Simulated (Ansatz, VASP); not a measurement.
**ScSbTe4 in VASP and in Ansatz**

Contents of INCAR:

```
PREC = Accurate
ENCUT = 600
EDIFF = 1E-7
ISMEAR = 0
SIGMA = 0.1
LREAL = False
LASPH = True
NELM = 80
ALGO = Normal
ISIF = 3
LWAVE = False
LCHARG = False
GGA = PE
IBRION = 2
NSW = 90
EDIFFG = -0.04
```

Contents of KPOINTS:

```
regular mesh
0
Gamma
  3 3 4
```

Contents of POSCAR:

```
ScSbTe4
1.0
    6.6201296600      0.0000000000      0.0000000000
   -3.3100648300      5.7332004700      0.0000000000
    0.0000000000      0.0000000000      4.9911633500
Sc Sb Te
1 1 4
Direct
    0.6666666700      0.3333333300      0.0000000000
    0.0000000000      0.0000000000      0.0000000000
    0.3333333300      0.6666666700      0.0000000000
    0.4989039900      0.5010960100      0.5000000000
    0.4989039900      0.9978079800      0.5000000000
    0.0021920200      0.5010960100      0.5000000000
```

Input for Ansatz:

```yaml
crystal:
  lattice:
    - [6.62012966, 0.0, 0.0]
    - [-3.31006483, 5.73320047, 0.0]
    - [0.0, 0.0, 4.99116335]
  atoms:
    - { symbol: Sc, position: [0.66666667, 0.33333333, 0.0] }
    - { symbol: Sb, position: [0.0, 0.0, 0.0] }
    - { symbol: Te, position: [0.33333333, 0.66666667, 0.0] }
    - { symbol: Te, position: [0.49890399, 0.50109601, 0.5] }
    - { symbol: Te, position: [0.49890399, 0.99780798, 0.5] }
    - { symbol: Te, position: [0.00219202, 0.50109601, 0.5] }
basis:
  ecutwfc: 420
kpoints:
  mp_grid: { grid: [3, 3, 4] }
hamiltonian:
  xc: pbe
scf:
  occupations: { method: gaussian, width: 0.1 }
  lower_state_search: "off"
output:
  forces: true
  stress: true
  eigenvalues: true
relax:
  adjacent_minimum: "off"
  f_tol: 0.04
  max_steps: 70
  cell: { stress_tol: 0.4 }
```

Change from the starting cell: species swapped into the LaAlCu4 type (P-6m2, No. 187).

Alike in both runs: task relaxation of cell and atoms; functional PBE; k mesh 3 × 3 × 4; occupations gaussian, width 0.1 eV; no spin polarisation.

|  | VASP | Ansatz |
| --- | --- | --- |
| version | VASP 6.6.1 | Ansatz 0.2.0 |
| potentials or method | VASP PAW PBE potentials, release 64 (Sc_sv, Sb, Te), cutoff 600 eV | scalar-relativistic, plane waves, PAW |
| valence electrons in the cell | 40 | 90 |

Ansatz gave:

| Property | Result |
| --- | --- |
| gap on the k mesh at the Fermi level, each at its own relaxed structure (eV) | none |
| relaxed volume (Å³/atom) | 30.10 |
| relaxed cell length with the largest relative difference (Å) | 5.390 |

Question: Estimate VASP's values.

Answer: gap on the k mesh at the Fermi level, each at its own relaxed structure (eV): none; relaxed volume (Å³/atom): 29.91; relaxed cell length with the largest relative difference (Å): 5.474.

A gap of «none» marks a metal or a gap that the smearing closes. VASP's potentials hold 40 valence electrons a cell and Ansatz's 90, so a difference there can come from the potentials and not from the codes.

The k mesh is coarse, so the values compare programs but aren't converged. Spin-orbit coupling is off throughout.
